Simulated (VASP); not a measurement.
Here is a VASP 6.6.1 calculation.

File INCAR:

```
ALGO = Normal
EDIFF = 1E-6
ENCUT = 500
GGA = PE
GGA_COMPAT = F
ISIF = 2
ISMEAR = -1
LASPH = T
LCHARG = T
LELF = T
LREAL = F
LVHAR = T
LWAVE = F
NBANDS = 12
NELM = 120
PREC = Accurate
SIGMA = 0.15
```

Contents of KPOINTS:

```
k-points
0
Gamma
  4 4 4
```

POSCAR

```
Ga
1.0
    0.0000000000      2.1036854800      2.1036854800
    2.1036854800      0.0000000000      2.1036854800
    2.1036854800      2.1036854800      0.0000000000
Ga
1
Direct
    0.0000000000      0.0000000000      0.0000000000
```

Potentials or basis: VASP PAW PBE potentials, release 64 (Ga_d).

Run with:

```sh
$ cat potpaw_PBE.64/Ga_d/POTCAR > POTCAR
$ mpirun -np 1 vasp_std > vasp.out
```

Q: Estimate the pressure.

A: 6.2 GPa.

Caveat: the k points lie up to 0.65 Å⁻¹ apart.
